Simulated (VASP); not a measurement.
A run of VASP 6.6.1:

The input INCAR:

```
SYSTEM = NaCd
PREC = Accurate
ENCUT = 600
EDIFF = 1E-7
ISMEAR = 0
SIGMA = 0.1
LREAL = .False.
LASPH = .True.
NELM = 100
ALGO = Normal
ISIF = 3
LWAVE = .False.
LCHARG = .False.
GGA = PE
IBRION = 2
NSW = 100
EDIFFG = -0.01
```

The input KPOINTS:

```
Automatic mesh
0
Gamma
  16 16 16
  0 0 0
```

Contents of POSCAR:

```
NaCd
1.0
    0.0000000000      3.1662746158      3.1662746158
    3.1662746158      0.0000000000      3.1662746158
    3.1662746158      3.1662746158      0.0000000000
Na Cd
1 1
Direct
    0.5000000000      0.5000000000      0.5000000000
    0.0000000000      0.0000000000      0.0000000000
```

Potentials or basis: VASP PAW PBE potentials, release 64 (Na_pv, Cd).

Run with:

```console
$ cat potpaw_PBE.64/Na_pv/POTCAR potpaw_PBE.64/Cd/POTCAR > POTCAR
$ mpirun -np 1 vasp_std > vasp.out
```

Hardware: 1 thread of Intel(R) Xeon(R) 6975P-C (Granite Rapids) (shared host).

Q: Estimate the wall time of this run.

A: It took 68 s on 1 thread of Intel(R) Xeon(R) 6975P-C (Granite Rapids), with other jobs on the host, peak memory 0.32 GiB. Counts: scf iterations 18, k points 145, ion steps 2.
